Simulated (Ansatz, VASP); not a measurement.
# WS2: VASP beside Ansatz

File INCAR:

```
SYSTEM = WS2
PREC = Accurate ; ENCUT = 520
EDIFF = 1E-6 ; ISMEAR = 0
SIGMA = 0.05 ; LREAL = .False.
LASPH = .True. ; NELM = 100
ALGO = Normal ; ISIF = 2
LWAVE = .False. ; LCHARG = .False.
GGA = PE ; IVDW = 12
NBANDS = 35
```

File KPOINTS:

```
Automatic mesh
0
Gamma
  12 12 4
  0 0 0
```

File POSCAR:

```
WS2
1.0
    2.9018696885      0.0000000000      0.0000000000
   -1.4509348443      2.5130928687      0.0000000000
    0.0000000000      0.0000000000     11.6543127690
W S
2 4
Direct
    0.3333333333      0.6666666667      0.2500000000
    0.6666666667      0.3333333333      0.7500000000
    0.3333333333      0.6666666667      0.6202874207
    0.6666666667      0.3333333333      0.1202874207
    0.3333333333      0.6666666667      0.8797125793
    0.6666666667      0.3333333333      0.3797125793
```

Input for Ansatz:

```yaml
crystal:
  lattice:
    - [2.9018696885, 0.0, 0.0]
    - [-1.4509348443, 2.5130928687, 0.0]
    - [0.0, 0.0, 11.654312769]
  atoms:
    - { symbol: W, position: [0.3333333333, 0.6666666667, 0.25] }
    - { symbol: W, position: [0.6666666667, 0.3333333333, 0.75] }
    - { symbol: S, position: [0.3333333333, 0.6666666667, 0.6202874207] }
    - { symbol: S, position: [0.6666666667, 0.3333333333, 0.1202874207] }
    - { symbol: S, position: [0.3333333333, 0.6666666667, 0.8797125793] }
    - { symbol: S, position: [0.6666666667, 0.3333333333, 0.3797125793] }
basis:
  ecutwfc: 420
kpoints:
  mp_grid: { grid: [12, 12, 4] }
hamiltonian:
  xc: pbe
  dispersion: d3bj
scf:
  occupations: { method: gaussian, width: 0.05 }
output:
  forces: true
  stress: true
  eigenvalues: true
```

Change from the starting cell: strain -0.080 along x and y, -0.040 along z, atoms carried along.

Alike in both runs: task single point; functional PBE; dispersion D3(BJ); k mesh 12 × 12 × 4; occupations gaussian, width 0.05 eV; no spin polarisation.

```csv
,VASP,Ansatz
version,VASP 6.6.1,Ansatz 0.2.0
potentials or method,"VASP PAW PBE potentials, release 64 (W_sv, S), cutoff 520 eV","scalar-relativistic, plane waves, PAW"
valence electrons in the cell,52,52
```

|  | VASP | Ansatz | Ansatz less VASP |
| --- | --- | --- | --- |
| gap on the k mesh at the Fermi level (eV) | 0.81 | 0.79 | -0.023 |
| least direct gap on the mesh (eV) | 2.19 | 2.20 | +0.005 |
| pressure (GPa) | 54.2 | 54.1 | -0.05 |
| traceless stress, the component that is largest in VASP (GPa) | -4.27 | -4.17 | +0.099 |
| rms of the force components (eV/Å) | 1.968 | 1.969 | +0.0006 |

Atom by atom the forces differ by 0.001 eV/Å (rms over components). Both programs put the cell under a high pressure, so it lies far from rest at this level.

Spin-orbit coupling is off throughout.
